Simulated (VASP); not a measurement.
**HfB2: single point with PBE**

HfB2:

```xyz
3
Lattice="3.1608 0.0000 0.0000 -1.5804 2.7373 0.0000 0.0000 0.0000 3.5030" Properties=species:S:1:pos:R:3 pbc="T T T"
Hf    0.0000    0.0000    0.0000
B     1.5804    0.9124    1.7515
B     0.0000    1.8249    1.7515
```

```json
{
  "Program": "VASP 6.6.1",
  "Task": "single point",
  "Functional": "PBE",
  "Potentials or basis": "VASP PAW PBE potentials, release 64 (Hf_pv, B)",
  "Cutoff": "520 eV",
  "k mesh": "10 × 10 × 8",
  "Occupations": "fermi-dirac, width 0.05 eV",
  "Spin": "no spin polarisation"
}
```

- Pressure: -3.9 GPa
- Band gap on the k mesh: zero (band 8 reaches 8.09 eV, above the bottom of band 9 at 7.28 eV)

Stress tensor (GPa, compression positive):
```
-4.34  0.00  0.00
 0.00 -4.34  0.00
 0.00  0.00 -3.03
```

Levels at points of the mesh, in eV from the Fermi level:
```
           k point  band 4  band 5  band 6  band 7  band 8  band 9  band 10  band 11  band 12  band 13
(0.00, 0.00, 0.00)  -13.54   -2.86   -2.76   -2.76   -2.69    4.03     4.03     4.65     4.65     4.94
(0.50, 0.00, 0.00)   -9.58   -8.94   -3.96   -3.31   -2.71    2.16     2.77     5.52     5.68     6.27
(0.00, 0.00, 0.50)  -11.22   -8.19   -1.09   -1.09    0.41    0.41     1.08     1.08     2.28     5.11
(0.50, 0.00, 0.50)  -10.14   -7.38   -4.79   -4.54   -2.61    3.99     4.14     6.19     7.10     7.27
```

Wall time 21 s on 1 thread of Intel(R) Xeon(R) Platinum 8259CL CPU @ 2.50GHz (Skylake/Cascade Lake) (shared host), peak memory 0.16 GiB.

Caveat: spin-orbit coupling is left out, which moves the levels of the heavy elements.
